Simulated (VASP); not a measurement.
# AlCo (P4mm) in VASP: single point with PBE

Aim: the single point of AlCo with PBE.

Everything below comes from runs of VASP 6.6.1. Logs are shortened: lines on timing, memory, paths and dates and some standing lists are left out, and cuts for length are marked.

## (1) The cell of the first run

Symmetry: P4mm, No. 99, tetragonal system. The conventional cell has a = 2.819 Å, b = 2.819 Å, c = 2.819 Å, α = 90.00°, β = 90.00°, γ = 90.00°. Within 3.2 Å of Al (site symmetry 4mm) lie 8 Co at 2.39 to 2.50 Å and 6 Al at 2.82 Å. Co (site symmetry 4mm) has 8 Al at 2.39 to 2.50 Å and 6 Co at 2.82 Å within 3.2 Å.

## (2) Single point, PBE, collinear spin, ferrimagnetic start (atom 2 (Co) moved by (+0.000, -0.100) A along [1 1 0] and z)

The input, INCAR:

```
PREC     = Accurate       # precision mode
ENCUT    = 520            # plane-wave cutoff, eV
EDIFF    = 1E-7           # SCF threshold, eV
ISMEAR   = 0              # smearing method
SIGMA    = 0.15           # smearing width, eV
LREAL    = F              # projectors in reciprocal space
LASPH    = T              # aspherical terms in the spheres
NELM     = 150            # most SCF steps
ALGO     = Normal         # electronic algorithm
ISIF     = 2              # what is computed and relaxed
LWAVE    = F              # write WAVECAR
LCHARG   = F              # write CHGCAR
ISPIN    = 2              # spin polarisation
MAGMOM   = -0.01 0.16     # initial moments
LORBIT   = 11             # projections on sites
LMAXMIX  = 4              # l up to which the mixer works
GGA      = PE             # functional
NBANDS   = 17             # bands
```

The input, KPOINTS:

```
Automatic mesh
0
Gamma
  16 16 16
```

The input, POSCAR:

```
AlCo
1.0
    2.8194032100      0.0000000000      0.0000000000
    0.0000000000      2.8194032100      0.0000000000
    0.0000000000      0.0000000000      2.8194032100
Al Co
1 1
Direct
    0.0000000000      0.0000000000      0.0000000000
    0.5000000000      0.5000000000      0.4645315010
```

Potentials or basis: VASP PAW PBE potentials, release 64 (Al, Co).

The run is started by

```console
$ cat potpaw_PBE.64/Al/POTCAR potpaw_PBE.64/Co/POTCAR > POTCAR
$ mpirun -np 1 vasp_std > vasp.out
```

OUTCAR:

```text
PREC = Accurate
   ENCUT = 520
   EDIFF = 1E-7
   ISMEAR = 0
   LREAL = F
   LASPH = T
   NELM = 150
   ISIF = 2
   ISPIN = 2
   LORBIT = 11
   GGA = PE

 ion  position               nearest neighbor table
   1  0.000  0.000  0.000-   2 2.39   2 2.39   2 2.39   2 2.39   2 2.50   2 2.50   2 2.50   2 2.50

   2  0.500  0.500  0.465-   1 2.39   1 2.39   1 2.39   1 2.39   1 2.50   1 2.50   1 2.50   1 2.50

  LATTYP: Found a simple cubic cell.
 ALAT       =     2.8194032100

  Lattice vectors:

 A1 = (   2.8194032100,   0.0000000000,   0.0000000000)
 A2 = (   0.0000000000,   2.8194032100,   0.0000000000)
 A3 = (   0.0000000000,   0.0000000000,   2.8194032100)

Analysis of symmetry for initial positions (statically):
=====================================================================
 Subroutine PRICEL returns:
 Original cell was already a primitive cell.

 Routine SETGRP: Setting up the symmetry group for a
 simple cubic supercell.

 Subroutine GETGRP returns: Found  8 space group operations
 (whereof  8 operations were pure point group operations)
 out of a pool of 48 trial point group operations.

The static configuration has the point symmetry C_4v.

Analysis of symmetry for dynamics (positions and initial velocities):
=====================================================================
 Subroutine PRICEL returns:
 Original cell was already a primitive cell.

 Routine SETGRP: Setting up the symmetry group for a
 simple cubic supercell.

 Subroutine GETGRP returns: Found  8 space group operations
 (whereof  8 operations were pure point group operations)
 out of a pool of 48 trial point group operations.

The dynamic configuration has the point symmetry C_4v.

Analysis of structural, dynamic, and magnetic symmetry:
=====================================================================
 Subroutine PRICEL returns:
 Original cell was already a primitive cell.

 Routine SETGRP: Setting up the symmetry group for a
 simple cubic supercell.

 Subroutine GETGRP returns: Found  8 space group operations
 (whereof  8 operations were pure point group operations)
 out of a pool of 48 trial point group operations.

The overall configuration has the point symmetry C_4v.

 Subroutine INISYM returns: Found  8 space group operations
 (whereof  8 operations are pure point group operations),
 and found     1 'primitive' translations

----------------------------------------------------------------------------------------

                                     Primitive cell

  volume of cell :      22.4115

  direct lattice vectors                    reciprocal lattice vectors
     2.819403210  0.000000000  0.000000000     0.354684990  0.000000000  0.000000000
     0.000000000  2.819403210  0.000000000     0.000000000  0.354684990  0.000000000
     0.000000000  0.000000000  2.819403210     0.000000000  0.000000000  0.354684990

  length of vectors
     2.819403210  2.819403210  2.819403210     0.354684990  0.354684990  0.354684990

  position of ions in fractional coordinates (direct lattice)
     0.000000000  0.000000000  0.000000000
     0.500000000  0.500000000  0.464531501

  ion indices of the primitive-cell ions
   primitive index   ion index
                 1           1
                 2           2

----------------------------------------------------------------------------------------

 KPOINTS: Automatic mesh

Automatic generation of k-mesh.
 Grid dimensions read from file:
 generate k-points for:   16   16   16

 Generating k-lattice:

  Cartesian coordinates                     Fractional coordinates (reciprocal lattice)
     0.022167812  0.000000000  0.000000000     0.062500000  0.000000000  0.000000000
     0.000000000  0.022167812  0.000000000     0.000000000  0.062500000  0.000000000
     0.000000000  0.000000000  0.022167812     0.000000000  0.000000000  0.062500000

  Length of vectors
     0.022167812  0.022167812  0.022167812

  Shift w.r.t. Gamma in fractional coordinates (k-lattice)
     0.000000000  0.000000000  0.000000000

 Subroutine IBZKPT returns following result:
 ===========================================

 Found    405 irreducible k-points:

 Following reciprocal coordinates:
            Coordinates               Weight
  0.000000  0.000000  0.000000      1.000000
  0.062500  0.000000  0.000000      4.000000
  0.000000  0.000000  0.062500      2.000000
  0.125000  0.000000  0.000000      4.000000
  0.000000  0.000000  0.125000      2.000000
  0.187500  0.000000  0.000000      4.000000
[... 16 lines left out ...]
  0.187500  0.062500  0.000000      8.000000
  0.000000  0.187500  0.062500      8.000000
 [... further k-points ...]
   k-points           NKPTS =    405   k-points in BZ     NKDIM =    405   number of bands    NBANDS=     17
   number of dos      NEDOS =    301   number of ions     NIONS =      2
   total plane-waves  NPLWV =  13824
   dimension x,y,z NGX =    24 NGY =   24 NGZ =   24
   dimension x,y,z NGXF=    48 NGYF=   48 NGZF=   48
   ions per type =               1   1
   NGX,Y,Z   is equivalent  to a cutoff of  14.15, 14.15, 14.15 a.u.
   NGXF,Y,Z  is equivalent  to a cutoff of  28.30, 28.30, 28.30 a.u.
 SYSTEM =  unknown system
   PREC   = accura    normal or accurate (medium, high low for compatibility)
   ISTART =      0    job   : 0-new  1-cont  2-samecut
   ICHARG =      2    charge: 1-file 2-atom 10-const
   ISPIN  =      2    spin polarized calculation?
   LNONCOLLINEAR =      F non collinear calculations
   LSORBIT =      F    spin-orbit coupling
   LASPH  =      T    aspherical Exc in radial PAW
   ENCUT  =  520.0 eV  38.22 Ry    6.18 a.u.   5.24  5.24  5.24*2*pi/ulx,y,z
   NELM   =    150;   NELMIN=  2; NELMDL= -5     # of ELM steps
   EDIFF  = 0.1E-06   stopping-criterion for ELM
   LREAL  =      F    real-space projection
   EDIFFG = 0.1E-05   stopping-criterion for IOM
   NSW    =      0    number of steps for IOM
   IBRION =     -1    ionic relax: 0-MD 1-quasi-New 2-CG
   NFREE  =      0    steps in history (QN), initial steepest desc. (CG)
   ISIF   =      2    stress and relaxation
   ISYM   =      2    0-nonsym 1-usesym 2-fastsym
   POTIM  = 0.5000    time-step for ionic-motion
   TEBEG  =    0.0;   TEEND  =   0.0 temperature during run
   PSTRESS=    0.0 pullay stress
   NELECT =      12.0000    total number of electrons
   NUPDOWN=      -1.0000    fix difference up-down
   EMIN   =  10.00;   EMAX   =-10.00  energy-range for DOS
   EFERMI =   0.00;   METHOD = LEGACY
   ISMEAR =     0;   SIGMA  =   0.15  broadening in eV -4-tet -1-fermi 0-gaus
   EFERMI_NEDOS =   21; number of points for ismear=-14 and -15
   IALGO  =     38    algorithm
   IMIX   =      4    mixing-type and parameters
     AMIX     =   0.40;   BMIX     =  1.00
     AMIX_MAG =   1.60;   BMIX_MAG =  1.00
  volume/ion in A,a.u.               =      11.21        75.62
  Fermi-wavevector in a.u.,A,eV,Ry     =   1.329366  2.512138 24.044423  1.767215
  Thomas-Fermi vector in A             =   2.458534
   LORBIT       =     11    0 simple, 1 ext, 2 COOP (PROOUT), +10 PAW based schemes
   GGA     = PE    functional components
   LHFCALC =     F    Hartree Fock is set to
   AEXX    =    0.0000 exact exchange contribution
   IVDW    =     0    specifies the selected vdW correction
   LEPSILON=     F    determine dielectric tensor
   LRPA    =     F    only Hartree local field effects (RPA)
 spin polarized calculation
 Gauss-broadening in eV      SIGMA  =   0.15
  energy-cutoff  :      520.00
  volume of cell :       22.41
 maximum number of plane-waves:       624
 NGX is ok and might be reduce to    24
   NGX = 11   NGY = 11   NGZ = 11

 number of electron      11.9999998 magnetization      -0.0005325

 number of electron      11.9999998 magnetization       0.0000407

 Free energy of the ion-electron system (eV)
  ---------------------------------------------------
  ext. energy  EPLUGINS =         0.00000000
  ---------------------------------------------------
  free energy    TOTEN  =       -11.93625666 eV

  energy without entropy =      -11.92713772  energy(sigma->0) =      -11.93169719

 E-fermi :  11.0071     XC(G=0): -12.4207

 val. band max:       11.0069905548   @ k =   0.5000   0.4375   0.1875
 cond. band min:      11.0074742433   @ k =   0.5000   0.3125   0.3125
 fundamental gap:      0.0004836884
 Fermi energy:        11.0070933730

 spin component 1

 k-point     1 :       0.0000    0.0000    0.0000
  band No.  band energies     occupation
      1      -0.2784      1.00000
      2       7.8891      1.00000
      3       7.9031      1.00000
      4      10.1161      1.00000
      5      10.1287      1.00000
      6      10.1287      1.00000
[... 9 lines left out ...]
     16      34.9754      0.00000
     17      35.1581      0.00000
[... 441 lines left out ...]
 k-point    24 :       0.0000    0.1875    0.0625
  band No.  band energies     occupation
      1       0.4721      1.00000
      2       7.7654      1.00000
      3       8.0792      1.00000
      4       9.7568      1.00000
      5       9.7998      1.00000
      6      10.1267      1.00000
[... 9 lines left out ...]
     16      32.2795      0.00000
     17      33.8107      0.00000

 [... further k-points ...]

 spin component 2

 k-point     1 :       0.0000    0.0000    0.0000
  band No.  band energies     occupation
      1      -0.2783      1.00000
      2       7.8891      1.00000
      3       7.9030      1.00000
      4      10.1161      1.00000
      5      10.1287      1.00000
      6      10.1287      1.00000
[... 9 lines left out ...]
     16      34.9754      0.00000
     17      35.1581      0.00000
[... 441 lines left out ...]
 k-point    24 :       0.0000    0.1875    0.0625
  band No.  band energies     occupation
      1       0.4721      1.00000
      2       7.7654      1.00000
      3       8.0791      1.00000
      4       9.7569      1.00000
      5       9.7998      1.00000
      6      10.1267      1.00000
[... 9 lines left out ...]
     16      32.2796      0.00000
     17      33.8107      0.00000

 [... further k-points ...]

------------------------ aborting loop because EDIFF is reached ----------------------------------------

  FORCE on cell =-STRESS in cart. coord.  units (eV):
  Direction    XX          YY          ZZ          XY          YZ          ZX
  --------------------------------------------------------------------------------------
  -------------------------------------------------------------------------------------
  Total        1.0728361      1.0728361      0.9740910      0.0000000      0.0000000      0.0000000
  in kB       76.6959463     76.6959463     69.6367561      0.0000000      0.0000000      0.0000000
  external PRESSURE =      74.3428829 kB  Pullay stress =       0.0000000 kB

 VOLUME and BASIS-vectors are now :
 -----------------------------------------------------------------------------
  energy-cutoff  :      520.00
  volume of cell :       22.41
      direct lattice vectors                 reciprocal lattice vectors
     2.819403210  0.000000000  0.000000000     0.354684990  0.000000000  0.000000000
     0.000000000  2.819403210  0.000000000     0.000000000  0.354684990  0.000000000
     0.000000000  0.000000000  2.819403210     0.000000000  0.000000000  0.354684990

 POSITION                                       TOTAL-FORCE (eV/Angst)
 -----------------------------------------------------------------------------------
      0.00000      0.00000      0.00000         0.000000     -0.000000     -0.821309
      1.40970      1.40970      1.30970        -0.000000      0.000000      0.821309
 -----------------------------------------------------------------------------------
    total drift:                                0.000000     -0.000000      0.000083

  FREE ENERGIE OF THE ION-ELECTRON SYSTEM (eV)
  ---------------------------------------------------
  free  energy   TOTEN  =       -11.9362566646 eV

  energy  without entropy=      -11.9271377191  energy(sigma->0) =      -11.93169719

 total charge

# of ion       s       p       d       tot
------------------------------------------
    1        0.400   0.444   0.000   0.845
    2        0.448   0.536   7.535   8.519
--------------------------------------------------
tot          0.848   0.980   7.535   9.364

 magnetization (x)

# of ion       s       p       d       tot
------------------------------------------
    1        0.000   0.000   0.000   0.000
    2       -0.000  -0.000  -0.000  -0.000
--------------------------------------------------
tot         -0.000   0.000  -0.000  -0.000
```

It took 2.7 min on 1 thread of Intel Xeon Platinum 8259CL at 2.50GHz (Skylake/Cascade Lake), shared host; peak memory 0.34 GiB.

What came out:

```yaml
Free_energy: -11.9363 eV
Pressure: 7.4 GPa
Largest_force: 0.821 eV/Å
Band_gap_on_the_k_mesh: zero (filled and empty bands overlap)
Net_moment: 0.00 μB per cell
Valence_electrons_inside_the_program's_atomic_spheres: Al 0.84; Co 8.52
```

Forces in eV/Å, atoms in the order of the input:
```
Al   0.000  0.000 -0.821
Co   0.000  0.000  0.821
```

Stress tensor (GPa, compression positive):
```
7.67 0.00 0.00
0.00 7.67 0.00
0.00 0.00 6.96
```

Levels at points of the mesh, in eV from the Fermi level:
Spin up:
| k point | band 4 | band 5 | band 6 | band 7 | band 8 | band 9 |
| --- | --- | --- | --- | --- | --- | --- |
| (0.00, 0.00, 0.00) | -0.89 | -0.88 | -0.88 | 6.14 | 6.14 | 6.14 |
| (0.50, 0.00, 0.00) | -1.80 | -1.79 | -0.76 | 0.19 | 8.47 | 10.81 |
| (0.00, 0.00, 0.50) | -1.79 | -1.79 | -0.77 | 0.21 | 8.48 | 10.77 |
| (0.50, 0.50, 0.00) | -2.76 | -1.55 | -1.55 | -0.25 | 2.52 | 3.63 |
| (0.00, 0.50, 0.50) | -2.67 | -1.59 | -1.58 | -0.25 | 2.53 | 3.64 |
| (0.50, 0.50, 0.50) | -0.21 | -0.20 | 2.37 | 2.37 | 2.42 | 4.30 |
Spin down:
```csv
k point,band 4,band 5,band 6,band 7,band 8,band 9
"(0.00, 0.00, 0.00)",-0.89,-0.88,-0.88,6.14,6.14,6.14
"(0.50, 0.00, 0.00)",-1.80,-1.79,-0.76,0.19,8.47,10.81
"(0.00, 0.00, 0.50)",-1.79,-1.79,-0.77,0.21,8.48,10.77
"(0.50, 0.50, 0.00)",-2.76,-1.55,-1.55,-0.25,2.52,3.64
"(0.00, 0.50, 0.50)",-2.67,-1.59,-1.58,-0.25,2.53,3.64
"(0.50, 0.50, 0.50)",-0.21,-0.20,2.37,2.37,2.42,4.30
```

Caveat: the cell differs from its parent crystal (atom 2 (Co) moved by (+0.000, -0.100) A along [1 1 0] and z).
